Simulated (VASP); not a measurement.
Write the native input for VASP 6.6.1 that does the following.

- Task: single point
- Functional: PBE
- Potentials or basis: VASP PAW PBE potentials, release 64 (Sr_sv, Mg, Al)
- Cutoff: 520 eV
- k mesh: 6 × 6 × 4
- Occupations: gaussian, width 0.1 eV
- Spin: no spin polarisation
- Dipole correction: no
- Further INCAR settings: ALGO = Fast; EDIFF = 1e-07; NBANDS = 43

The structure of Sr2MgAl3 lies in POSCAR:

```
Sr2MgAl3
1.0
    6.0372714912      0.0000000000      0.0000000000
   -3.0186357456      5.2284304809      0.0000000000
    0.0000000000      0.0000000000      9.6183244926
Sr Mg Al
4 2 6
Direct
    0.3333333333      0.6666666667      0.0686370937
    0.6666666667      0.3333333333      0.5686370937
    0.3333333333      0.6666666667      0.4313629063
    0.6666666667      0.3333333333      0.9313629063
    0.0000000000      0.0000000000      0.0000000000
    0.0000000000      0.0000000000      0.5000000000
    0.8270629005      0.6541258010      0.2500000000
    0.1729370995      0.8270629005      0.7500000000
    0.3458741990      0.1729370995      0.2500000000
    0.1729370995      0.3458741990      0.7500000000
    0.8270629005      0.1729370995      0.2500000000
    0.6541258010      0.8270629005      0.7500000000
```

These files were run (other wordings do the same):

INCAR

```
SYSTEM = Sr2MgAl3
ALGO = Fast ; EDIFF = 1E-7
ENCUT = 520 ; GGA = PE
ISIF = 2 ; ISMEAR = 0
LASPH = .True. ; LCHARG = .False.
LREAL = .False. ; LWAVE = .False.
NBANDS = 43 ; NELM = 100
PREC = Accurate ; SIGMA = 0.1
```

KPOINTS

```
k-points
0
Gamma
  6 6 4
  0 0 0
```

Potentials or basis: VASP PAW PBE potentials, release 64 (Sr_sv, Mg, Al).

Command:

```console
$ cat potpaw_PBE.64/Sr_sv/POTCAR potpaw_PBE.64/Mg/POTCAR potpaw_PBE.64/Al/POTCAR > POTCAR
$ mpirun -np 1 vasp_std > vasp.out
```

It gave:

- Pressure: 0.0 GPa
- Largest force: 0.007 eV/Å
- Band gap on the k mesh: zero (bands 31 and 32 overlap by 1.38 eV)

It took 6.2 min on 1 thread of Intel(R) Xeon(R) 6975P-C (Granite Rapids), with other jobs on the host, peak memory 0.55 GiB.
